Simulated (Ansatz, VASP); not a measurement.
# Ge2As: VASP beside Ansatz

```
Ge As
1.0
     0.00000    3.24277    3.24277
     3.24277    0.00000    3.24277
     3.24277    3.24277    0.00000
Ge As
2 1
Cartesian
  1.6214 1.6214 1.6214
  4.8642 4.8642 4.8642
  0.0000 0.0000 0.0000
```

Alike in both runs: functional PBE; k mesh 6 × 6 × 6; occupations gaussian, width 0.1 eV; no spin polarisation.

Ansatz relaxed the structure, and its values are those at the end. VASP's run is a single point on that final structure, the one shown.

|  | VASP | Ansatz |
| --- | --- | --- |
| version | VASP 6.6.1 | Ansatz 0.2.0 |
| potentials or method | VASP PAW PBE potentials, release 64 (Ge_d, As), cutoff 520 eV | scalar-relativistic, plane waves, PAW |
| valence electrons in the cell | 33 | 43 |

Ansatz gave:

* gap on the k mesh at the Fermi level (eV): none
* pressure (GPa): 0.1

Which values does VASP return?

gap on the k mesh at the Fermi level (eV): none; pressure (GPa): 0.2.

A gap of «none» marks a metal or a gap that the smearing closes. VASP's potentials hold 33 valence electrons a cell and Ansatz's 43, so a difference there can come from the potentials and not from the codes.
